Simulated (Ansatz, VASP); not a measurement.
## Mo in VASP and in Ansatz

```
Mo
1.0
     3.16000    0.00000    0.00000
     0.00000    3.16000    0.00000
     0.00000    0.00000   18.32000
Mo
5
Direct
  0.00000 0.00000 0.33632
  0.50000 0.50000 0.41198
  0.00000 0.00000 0.50000
  0.50000 0.50000 0.58802
  0.00000 0.00000 0.66368
```

Alike in both runs: functional PBE; k mesh 16 × 16 × 1; occupations methfessel-paxton of order 1, width 0.1 eV; no spin polarisation.

Ansatz relaxed the structure, and its values are those at the end. VASP's run is a single point on that final structure, the one shown.

|  | VASP | Ansatz |
| --- | --- | --- |
| version | VASP 6.6.1 | Ansatz 0.2.0 |
| potentials or method | VASP PAW PBE potentials, release 64 (Mo_sv) | scalar-relativistic, plane waves, PAW |
| plane-wave cutoff (eV) | 520 | 420 |
| valence electrons in the cell | 70 | 70 |

VASP gave:

| Property | Result |
| --- | --- |
| gap on the k mesh at the Fermi level (eV) | none |
| rms of the force components (eV/Å) | 0.012 |

**Question.** Which values does Ansatz return?

**Answer.** gap on the k mesh at the Fermi level (eV): none; rms of the force components (eV/Å): 0.001.

A gap of «none» marks a metal or a gap that the smearing closes.
